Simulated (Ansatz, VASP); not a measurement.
## Two plane-wave programs on SnC2

```
Sn C
1.0
    -1.97500    1.97500    3.25000
     1.97500   -1.97500    3.25000
     1.97500    1.97500   -3.25000
Sn C
1 2
Cartesian
  0.0000 0.0000 0.0000
  0.0000 0.0000 2.6390
  0.0000 0.0000 3.8610
```

Alike in both runs: task relaxation of cell and atoms; functional PBE; k mesh 7 × 7 × 7; occupations gaussian, width 0.2 eV; no spin polarisation.

|  | VASP | Ansatz |
| --- | --- | --- |
| version | VASP 6.6.1 | Ansatz 0.2.0 |
| potentials or method | VASP PAW PBE potentials, release 64 (Sn_d, C), cutoff 600 eV | scalar-relativistic, plane waves, PAW |
| valence electrons in the cell | 22 | 22 |

|  | VASP | Ansatz | Ansatz less VASP |
| --- | --- | --- | --- |
| gap on the k mesh at the Fermi level, each at its own relaxed structure (eV) | 0.96 | 0.95 | -0.006 |
| relaxed volume (Å³/atom) | 18.18 | 18.15 | -0.025 |
| relaxed length of the cell vector where the two differ most in proportion (Å) | 4.376 | 4.374 | -0.0028 |
